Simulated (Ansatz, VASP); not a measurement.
As in VASP and in Ansatz

```
As
1.0
     3.60828    0.00000    0.00000
    -1.80414    3.12486    0.00000
     0.00000    0.00000   12.02919
As
4
Cartesian
  0.0000 0.0000 9.6193
  0.0000 0.0000 2.4099
  0.0000 2.0832 8.2288
  1.8041 1.0416 3.8004
```

Alike in both runs: functional PBE; k mesh 12 × 12 × 4; occupations gaussian, width 0.02 eV; no spin polarisation.

Ansatz relaxed the structure, and its values are those at the end. VASP's run is a single point on that final structure, the one shown.

|  | VASP | Ansatz |
| --- | --- | --- |
| version | VASP 6.6.1 | Ansatz 0.2.0 |
| potentials or method | VASP PAW PBE potentials, release 64 (As), cutoff 520 eV | scalar-relativistic, plane waves, PAW |
| valence electrons in the cell | 20 | 60 |

VASP gave:

| Item | Value |
| --- | --- |
| gap on the k mesh at the Fermi level (eV) | 1.32 |
| least direct gap on the mesh (eV) | 1.69 |
| pressure (GPa) | 0.2 |
| rms of the force components (eV/Å) | 0.047 |

**Question.** What did Ansatz give for the same quantities?

**Answer.** gap on the k mesh at the Fermi level (eV): 1.34; least direct gap on the mesh (eV): 1.73; pressure (GPa): 0.0; rms of the force components (eV/Å): 0.002.

With one functional, cell and mesh, what is left measures potentials, basis and numerics. VASP's potentials hold 20 valence electrons a cell and Ansatz's 60, so a difference there can come from the potentials and not from the codes.
